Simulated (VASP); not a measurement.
Runs of VASP 6.6.1 on TaN. The structure is that of space group Fm-3m (No. 225), or close to it. The cells are those of the table. 

```csv
cell,gap on the mesh (eV),pressure (GPa)
"a = 3.082 Å, angles 60.0°, 2 atoms",none,15.5
"a = 2.953 Å, angles 60.0°, 2 atoms",none,82.3
"a = 3.122 Å, angles 60.0°, 2 atoms",none,1.2
"a = 3.040 Å, angles 60.0°, 2 atoms",none,(a)
"a = 2.997 Å, angles 60.0°, 2 atoms",none,(b)
```

Alike in all rows: task single point; level PBE; potentials or basis VASP PAW PBE potentials, release 64 (Ta_pv, N); no spin polarisation; k mesh 11 × 11 × 11; cutoff (eV) 520; smearing methfessel-paxton 0.15 eV.

**Question.** Estimate the missing entries.

**Answer.** (a) 33.2; (b) 55.1.

Caveats: spin-orbit coupling is left out, which moves the levels of the heavy elements.

A k mesh can miss the band edges, and the runs leave out spin-orbit coupling on Ta.

A gap of «none» marks levels without a gap at the run's occupations.
